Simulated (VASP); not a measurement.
Input of a VASP 6.6.1 run:

Contents of INCAR:

```
SYSTEM = SrB4
  PREC = Accurate
  ENCUT = 520
  EDIFF = 1E-6
  ISMEAR = -1
  SIGMA = 0.1
  LREAL = .FALSE.
  LASPH = .TRUE.
  NELM = 80
  ALGO = Normal
  ISIF = 2
  LWAVE = .FALSE.
  LCHARG = .FALSE.
  GGA = PS
  NBANDS = 19
```

The input KPOINTS:

```
Automatic mesh
0
G
  7 7 7
  0 0 0
```

POSCAR

```
SrB4
1.0
    0.0000000000      3.1247453365      0.0000001750
    3.1247453365      0.0000000000      0.0000001750
    1.5623729669      1.5623729669     -5.3327700471
Sr B
1 4
Direct
    0.0000000000      0.0000000000      0.0000000000
    0.3346838513      0.3346838513      0.3306322973
    0.6653161487      0.6653161487      0.6693677027
    0.7500000000      0.2500000000      0.5000000000
    0.2500000000      0.7500000000      0.5000000000
```

Potentials or basis: VASP PAW PBE potentials, release 64 (Sr_sv, B).

Launch:

```sh
$ cat potpaw_PBE.64/Sr_sv/POTCAR potpaw_PBE.64/B/POTCAR > POTCAR
$ mpirun -np 1 vasp_std > vasp.out
```

Q: Predict the pressure.

A: 0.6 GPa.

Q: What does it give for the band gap on the k mesh?

A: Zero (bands 11 and 12 overlap by 1.83 eV).

Caveat: the PAW data sets were made with another functional, which shifts forces and pressure a little.
